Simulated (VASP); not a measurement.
# SnO2 (P-1) in VASP: a series of runs

The runs below take SnO2 through single point, with PBE+D3(BJ).

Everything below comes from runs of VASP 6.6.1. Logs are shortened: lines on timing, memory, paths and dates and some standing lists are left out, and cuts for length are marked.

## Step 1: The cell of the first run

The typed cell holds 6 atoms: a = 3.237 Å, b = 4.681 Å, c = 5.607 Å, α = 113.53°, β = 90.00°, γ = 90.00°.

## Step 2: Single point, PBE+D3(BJ) (atoms displaced along a vibrational mode)

Contents of INCAR:

```
PREC = Accurate
ENCUT = 520
EDIFF = 1E-7
ISMEAR = 0
SIGMA = 0.05
LREAL = F
LASPH = T
NELM = 100
ALGO = Normal
ISIF = 2
LWAVE = F
LCHARG = F
GGA = PE
IVDW = 12
NBANDS = 35
```

Contents of KPOINTS:

```
Automatic mesh
0
Gamma
  8 6 6
```

Contents of POSCAR:

```
SnO2
1.0
    1.6186264610     -2.8035432689      0.0000000000
    1.6186264610      0.9345144230      4.2918257460
   -4.8558793830     -2.8035432689      0.0000000000
Sn O
2 4
Direct
    0.5420109282      0.4590178198     -0.0125429783
   -0.0420109282      0.5409821802      0.5125429783
    0.4800750937      0.7460447061      0.7646400351
    1.0199249063      0.7155554097      0.2225600035
    0.4800750937      0.2844445903      0.2774399965
    1.0199249063      0.2539552939      0.7353599649
```

Potentials or basis: VASP PAW PBE potentials, release 64 (Sn_d, O).

Launch:

```console
$ cat potpaw_PBE.64/Sn_d/POTCAR potpaw_PBE.64/O/POTCAR > POTCAR
$ mpirun -np 1 vasp_std > vasp.out
```

OUTCAR:

```text
PREC = Accurate
   ENCUT = 520
   EDIFF = 1E-7
   ISMEAR = 0
   LREAL = F
   LASPH = T
   NELM = 100
   ISIF = 2
   GGA = PE
   IVDW = 12
 IVDW          = 12

 ion  position               nearest neighbor table
   1  0.542  0.459  0.987-   6 2.06   4 2.08   5 2.10   6 2.17   3 2.18   4 2.18   2 3.12   2 3.14
                             2 3.39   2 3.41
   2  0.958  0.541  0.513-   3 2.06   5 2.08   4 2.10   3 2.17   6 2.18   5 2.18   1 3.12   1 3.14
                             1 3.39   1 3.41
   3  0.480  0.746  0.765-   2 2.06   2 2.17   1 2.18
   4  0.020  0.716  0.223-   1 2.08   2 2.10   1 2.18
   5  0.480  0.284  0.277-   2 2.08   1 2.10   2 2.18
   6  0.020  0.254  0.735-   1 2.06   1 2.17   2 2.18

  LATTYP: Found a simple monoclinic cell.
 ALAT       =     4.6811363002
 B/A-ratio  =     0.6915528014
 C/A-ratio  =     1.1978045881
 COS(beta)  =    -0.3992681960

  Lattice vectors:

 A1 = (   1.6186264610,   0.9345144230,   4.2918257460)
 A2 = (  -1.6186264610,   2.8035432689,   0.0000000000)
 A3 = (  -4.8558793830,  -2.8035432689,   0.0000000000)

Analysis of symmetry for initial positions (statically):
=====================================================================
 Subroutine PRICEL returns:
 Original cell was already a primitive cell.

 Routine SETGRP: Setting up the symmetry group for a
 simple monoclinic supercell.

 Subroutine GETGRP returns: Found  2 space group operations
 (whereof  1 operations were pure point group operations)
 out of a pool of  4 trial point group operations.

The static configuration has the point symmetry C_1 .
 The point group associated with its full space group is S_2 .

Analysis of symmetry for dynamics (positions and initial velocities):
=====================================================================
 Subroutine PRICEL returns:
 Original cell was already a primitive cell.

 Routine SETGRP: Setting up the symmetry group for a
 simple monoclinic supercell.

 Subroutine GETGRP returns: Found  2 space group operations
 (whereof  1 operations were pure point group operations)
 out of a pool of  4 trial point group operations.

The dynamic configuration has the point symmetry C_1 .
 The point group associated with its full space group is S_2 .

 Subroutine INISYM returns: Found  2 space group operations
 (whereof  1 operations are pure point group operations),
 and found     1 'primitive' translations

----------------------------------------------------------------------------------------

                                     Primitive cell

  volume of cell :      77.9033

  direct lattice vectors                    reciprocal lattice vectors
     1.618626461 -2.803543269  0.000000000     0.154451942 -0.267518611  0.000000000
     1.618626461  0.934514423  4.291825746     0.000000000  0.000000000  0.233001072
    -4.855879383 -2.803543269  0.000000000    -0.154451942 -0.089172870  0.077667024

  length of vectors
     3.237252922  4.681136300  5.607086538     0.308903884  0.233001072  0.194523443

  position of ions in fractional coordinates (direct lattice)
     0.542010928  0.459017820  0.987457022
     0.957989072  0.540982180  0.512542978
     0.480075094  0.746044706  0.764640035
     0.019924906  0.715555410  0.222560003
     0.480075094  0.284444590  0.277439997
     0.019924906  0.253955294  0.735359965

  ion indices of the primitive-cell ions
   primitive index   ion index
                 1           1
                 2           2
                 3           3
                 4           4
                 5           5
                 6           6

----------------------------------------------------------------------------------------

 KPOINTS: Automatic mesh

Automatic generation of k-mesh.
 Grid dimensions read from file:
 generate k-points for:    8    6    6

 Generating k-lattice:

  Cartesian coordinates                     Fractional coordinates (reciprocal lattice)
     0.019306493 -0.033439826  0.000000000     0.125000000  0.000000000 -0.000000000
     0.000000000  0.000000000  0.038833512     0.000000000  0.166666667  0.000000000
    -0.025741990 -0.014862145  0.012944504     0.000000000 -0.000000000  0.166666667

  Length of vectors
     0.038612985  0.038833512  0.032420574

  Shift w.r.t. Gamma in fractional coordinates (k-lattice)
     0.000000000  0.000000000  0.000000000

 Subroutine IBZKPT returns following result:
 ===========================================

 Found    148 irreducible k-points:

 Following reciprocal coordinates:
            Coordinates               Weight
  0.000000  0.000000  0.000000      1.000000
  0.125000 -0.000000  0.000000      2.000000
  0.250000 -0.000000  0.000000      2.000000
  0.375000 -0.000000  0.000000      2.000000
  0.500000 -0.000000  0.000000      1.000000
  0.000000  0.166667  0.000000      2.000000
[... 16 lines left out ...]
  0.125000  0.500000  0.000000      2.000000
  0.250000  0.500000  0.000000      2.000000
 [... further k-points ...]
   k-points           NKPTS =    148   k-points in BZ     NKDIM =    148   number of bands    NBANDS=     35
   number of dos      NEDOS =    301   number of ions     NIONS =      6
   total plane-waves  NPLWV =  36288
   dimension x,y,z NGX =    24 NGY =   36 NGZ =   42
   dimension x,y,z NGXF=    48 NGYF=   72 NGZF=   84
   ions per type =               2   4
   NGX,Y,Z   is equivalent  to a cutoff of  12.32, 12.79, 12.45 a.u.
   NGXF,Y,Z  is equivalent  to a cutoff of  24.65, 25.57, 24.91 a.u.
 SYSTEM =  unknown system
   PREC   = accura    normal or accurate (medium, high low for compatibility)
   ISTART =      0    job   : 0-new  1-cont  2-samecut
   ICHARG =      2    charge: 1-file 2-atom 10-const
   ISPIN  =      1    spin polarized calculation?
   LNONCOLLINEAR =      F non collinear calculations
   LSORBIT =      F    spin-orbit coupling
   LASPH  =      T    aspherical Exc in radial PAW
   ENCUT  =  520.0 eV  38.22 Ry    6.18 a.u.   6.02  8.70 10.43*2*pi/ulx,y,z
   NELM   =    100;   NELMIN=  2; NELMDL= -5     # of ELM steps
   EDIFF  = 0.1E-06   stopping-criterion for ELM
   LREAL  =      F    real-space projection
   EDIFFG = 0.1E-05   stopping-criterion for IOM
   NSW    =      0    number of steps for IOM
   IBRION =     -1    ionic relax: 0-MD 1-quasi-New 2-CG
   NFREE  =      0    steps in history (QN), initial steepest desc. (CG)
   ISIF   =      2    stress and relaxation
   ISYM   =      2    0-nonsym 1-usesym 2-fastsym
   POTIM  = 0.5000    time-step for ionic-motion
   TEBEG  =    0.0;   TEEND  =   0.0 temperature during run
   PSTRESS=    0.0 pullay stress
   NELECT =      52.0000    total number of electrons
   NUPDOWN=      -1.0000    fix difference up-down
   EMIN   =  10.00;   EMAX   =-10.00  energy-range for DOS
   EFERMI =   0.00;   METHOD = LEGACY
   ISMEAR =     0;   SIGMA  =   0.05  broadening in eV -4-tet -1-fermi 0-gaus
   EFERMI_NEDOS =   21; number of points for ismear=-14 and -15
   IALGO  =     38    algorithm
   IMIX   =      4    mixing-type and parameters
     AMIX     =   0.40;   BMIX     =  1.00
     AMIX_MAG =   1.60;   BMIX_MAG =  1.00
  volume/ion in A,a.u.               =      12.98        87.62
  Fermi-wavevector in a.u.,A,eV,Ry     =   1.430729  2.703685 27.850916  2.046985
  Thomas-Fermi vector in A             =   2.550542
   LORBIT       =      0    0 simple, 1 ext, 2 COOP (PROOUT), +10 PAW based schemes
   GGA     = PE    functional components
   LHFCALC =     F    Hartree Fock is set to
   AEXX    =    0.0000 exact exchange contribution
   IVDW    =    12    specifies the selected vdW correction
   LEPSILON=     F    determine dielectric tensor
   LRPA    =     F    only Hartree local field effects (RPA)
 non-spin polarized calculation
 Gauss-broadening in eV      SIGMA  =   0.05
  energy-cutoff  :      520.00
  volume of cell :       77.90
 maximum number of plane-waves:      2118
   NGX = 13   NGY = 17   NGZ = 21

 number of electron      51.9999993 magnetization

 Free energy of the ion-electron system (eV)
  ---------------------------------------------------
  ext. energy  EPLUGINS =         0.00000000
  ---------------------------------------------------
  free energy    TOTEN  =       -36.04027896 eV

  energy without entropy =      -36.04027896  energy(sigma->0) =      -36.04027896

 E-fermi :   5.2564     XC(G=0): -10.7509

 val. band max:        5.0168107969   @ k =  -0.0000   0.0000   0.5000
 cond. band min:       6.2334774839   @ k =   0.0000   0.0000   0.0000
 fundamental gap:      1.2166666870
 Fermi energy:         5.2564122041

 k-point     1 :       0.0000    0.0000    0.0000
  band No.  band energies     occupation
      1     -15.8944      2.00000
      2     -15.3926      2.00000
      3     -15.1905      2.00000
      4     -15.1716      2.00000
      5     -15.1257      2.00000
      6     -15.1091      2.00000
[... 27 lines left out ...]
     34      16.8062      0.00000
     35      17.3764      0.00000

 k-point     2 :       0.1250   -0.0000    0.0000
  band No.  band energies     occupation
      1     -15.8368      2.00000
      2     -15.3503      2.00000
      3     -15.2797      2.00000
      4     -15.2197      2.00000
      5     -15.1589      2.00000
      6     -15.1050      2.00000
[... 27 lines left out ...]
     34      16.4502      0.00000
     35      16.8749      0.00000

 k-point     3 :       0.2500   -0.0000    0.0000
  band No.  band energies     occupation
      1     -15.6896      2.00000
      2     -15.5005      2.00000
      3     -15.4606      2.00000
      4     -15.2797      2.00000
      5     -15.0996      2.00000
      6     -15.0566      2.00000
[... 27 lines left out ...]
     34      16.0643      0.00000
     35      16.9109      0.00000
[... 723 lines left out ...]
 k-point    23 :       0.1250    0.5000    0.0000
  band No.  band energies     occupation
      1     -15.8397      2.00000
      2     -15.3608      2.00000
      3     -15.2819      2.00000
      4     -15.2211      2.00000
      5     -15.1574      2.00000
      6     -15.1074      2.00000
[... 27 lines left out ...]
     34      16.6568      0.00000
     35      18.1733      0.00000

 k-point    24 :       0.2500    0.5000    0.0000
  band No.  band energies     occupation
      1     -15.6895      2.00000
      2     -15.5067      2.00000
      3     -15.4597      2.00000
      4     -15.2920      2.00000
      5     -15.0980      2.00000
      6     -15.0553      2.00000
[... 27 lines left out ...]
     34      16.6256      0.00000
     35      17.4451      0.00000

 [... further k-points ...]

------------------------ aborting loop because EDIFF is reached ----------------------------------------

 Edisp (eV)   -1.20648

 E8    (eV) :    -0.4797

  FORCE on cell =-STRESS in cart. coord.  units (eV):
  Direction    XX          YY          ZZ          XY          YZ          ZX
  --------------------------------------------------------------------------------------
  -------------------------------------------------------------------------------------
  Total       0.37365    -0.03022    -0.46591     0.02296    -0.29781    -0.38821
  in kB       7.68462    -0.62149    -9.58202     0.47230    -6.12490    -7.98410
  external pressure =       -0.84 kB  Pullay stress =        0.00 kB

 VOLUME and BASIS-vectors are now :
 -----------------------------------------------------------------------------
  energy-cutoff  :      520.00
  volume of cell :       77.90
      direct lattice vectors                 reciprocal lattice vectors
     1.618626461 -2.803543269  0.000000000     0.154451942 -0.267518611  0.000000000
     1.618626461  0.934514423  4.291825746     0.000000000  0.000000000  0.233001072
    -4.855879383 -2.803543269  0.000000000    -0.154451942 -0.089172870  0.077667024

 POSITION                                       TOTAL-FORCE (eV/Angst)
 -----------------------------------------------------------------------------------
     -3.17468     -3.85897      1.97002        -0.844031      1.279690      0.335705
     -0.06257     -3.61714      2.32180         0.844031     -1.279690     -0.335705
     -1.72837     -2.79242      3.20189        -0.014100     -0.041901      0.051784
      0.10974     -0.01112      3.07104        -0.177950      0.065627      0.061864
     -0.10974     -1.85791      1.22079         0.177950     -0.065627     -0.061864
     -3.12751     -1.88015      1.08993         0.014100      0.041901     -0.051784
 -----------------------------------------------------------------------------------
    total drift:                                0.000000      0.000000      0.000000

  FREE ENERGIE OF THE ION-ELECTRON SYSTEM (eV)
  ---------------------------------------------------
  free  energy   TOTEN  =       -37.2467562671 eV

  energy  without entropy=      -37.2467562671  energy(sigma->0) =      -37.24675627
```

Wall time 5.8 min (1 thread of Intel Xeon Platinum 8488C (Sapphire Rapids), shared host); peak memory 0.41 GiB.

What came out:

```
Free energy                : -37.2468 eV
Pressure                   : -0.1 GPa
Largest force              : 1.569 eV/Å
Band gap on the k mesh     : 1.22 eV (least direct gap 1.25 eV)
Dispersion energy per atom : -0.201 eV
```

Forces in eV/Å, atoms in the order of the input:
```
Sn  -0.844  1.280  0.336
Sn   0.844 -1.280 -0.336
O   -0.014 -0.042  0.052
O   -0.178  0.066  0.062
O    0.178 -0.066 -0.062
O    0.014  0.042 -0.052
```

Stress tensor (GPa, compression positive):
```
 0.77  0.05 -0.80
 0.05 -0.06 -0.61
-0.80 -0.61 -0.96
```

Levels at points of the mesh, in eV from the valence-band top:
```csv
k point,band 23,band 24,band 25,band 26,band 27,band 28,band 29,band 30
"(0.00, 0.00, 0.00)",-1.13,-0.72,-0.27,-0.03,1.22,4.32,5.47,6.64
"(0.50, 0.00, 0.00)",-1.47,-1.11,-0.33,-0.21,4.98,5.30,8.31,8.49
"(0.00, 0.50, 0.00)",-1.22,-1.17,-1.14,-0.87,3.23,4.74,5.81,7.67
"(0.50, 0.50, 0.00)",-0.86,-0.74,-0.48,-0.33,5.15,5.33,8.07,8.20
"(0.00, 0.00, 0.50)",-1.07,-0.77,-0.35,0.00,3.54,3.89,6.39,6.77
"(0.50, 0.00, 0.50)",-1.22,-1.13,-1.05,-0.96,4.89,4.91,7.55,7.71
"(0.00, 0.50, 0.50)",-1.18,-0.89,-0.64,-0.62,4.02,4.32,7.15,7.18
"(0.50, 0.50, 0.50)",-0.70,-0.69,-0.21,-0.18,4.40,4.55,6.36,6.48
```

Caveat: the cell differs from its parent crystal (atoms displaced along a vibrational mode); spin-orbit coupling is left out, which moves the levels of the heavy elements; forces of over 1 eV/Å act on the atoms, so gaps and moduli don't describe the material at rest. A k mesh can miss the band edges.

## Step 3: Single point, PBE+D3(BJ) (atoms displaced along a vibrational mode)

Contents of INCAR:

```
PREC = Accurate
ENCUT = 520
EDIFF = 1E-7
ISMEAR = 0
SIGMA = 0.05
LREAL = F
LASPH = T
NELM = 60
ALGO = Normal
ISIF = 2
LWAVE = F
LCHARG = T
GGA = PE
IVDW = 12
LELF = T
LVHAR = T
NBANDS = 35
```

KPOINTS is that of step 2.

Contents of POSCAR:

```
SnO2
1.0
    1.6186264610     -2.8035432689      0.0000000000
    1.6186264610      0.9345144230      4.2918257460
   -4.8558793830     -2.8035432689      0.0000000000
Sn O
2 4
Direct
    0.5336087425      0.4385267298     -0.0188144674
   -0.0336087425      0.5614732702      0.5188144674
    0.4840600750      0.7536670303      0.7751600430
    1.0159399250      0.7079330855      0.2120399956
    0.4840600750      0.2920669145      0.2879600044
    1.0159399250      0.2463329697      0.7248399570
```

Potentials or basis: VASP PAW PBE potentials, release 64 (Sn_d, O).

Launch:

```console
$ cat potpaw_PBE.64/Sn_d/POTCAR potpaw_PBE.64/O/POTCAR > POTCAR
$ mpirun -np 1 vasp_std > vasp.out
```

It took 6.1 min on 1 thread of Intel Xeon Platinum 8488C (Sapphire Rapids), shared host; peak memory 0.42 GiB.

Results (log left out):

```
Free energy                : -37.2381 eV
Pressure                   : -1.9 GPa
Largest force              : 1.310 eV/Å
Band gap on the k mesh     : 1.02 eV (least direct gap 1.09 eV)
Dispersion energy per atom : -0.201 eV
```

Forces in eV/Å, atoms in the order of the input:
```
Sn  -0.767  0.921  0.529
Sn   0.767 -0.921 -0.529
O    0.105  0.040 -0.007
O   -0.171  0.079 -0.068
O    0.171 -0.079  0.068
O   -0.105 -0.040  0.007
```

Stress tensor (GPa, compression positive):
```
-0.90 -0.34 -0.64
-0.34 -1.30 -0.46
-0.64 -0.46 -3.44
```

Levels at points of the mesh, in eV from the valence-band top:
| k point | band 24 | band 25 | band 26 | band 27 | band 28 | band 29 |
| --- | --- | --- | --- | --- | --- | --- |
| (0.00, 0.00, 0.00) | -0.75 | -0.46 | -0.08 | 1.02 | 4.00 | 5.52 |
| (0.50, 0.00, 0.00) | -1.12 | -0.36 | -0.26 | 4.72 | 4.98 | 8.05 |
| (0.00, 0.50, 0.00) | -1.18 | -1.11 | -0.83 | 3.14 | 4.42 | 5.87 |
| (0.50, 0.50, 0.00) | -0.94 | -0.45 | -0.33 | 5.00 | 5.14 | 7.80 |
| (0.00, 0.00, 0.50) | -0.72 | -0.54 | 0.00 | 3.28 | 3.73 | 6.38 |
| (0.50, 0.00, 0.50) | -1.20 | -1.08 | -0.95 | 4.62 | 4.64 | 7.42 |
| (0.00, 0.50, 0.50) | -0.85 | -0.65 | -0.63 | 3.79 | 4.23 | 6.99 |
| (0.50, 0.50, 0.50) | -0.73 | -0.29 | -0.25 | 4.22 | 4.39 | 6.17 |

Caveat: the cell differs from its parent crystal (atoms displaced along a vibrational mode); spin-orbit coupling is left out, which moves the levels of the heavy elements; forces of over 1 eV/Å act on the atoms, so gaps and moduli don't describe the material at rest. A k mesh can miss the band edges.

[end of part 1 of 2]
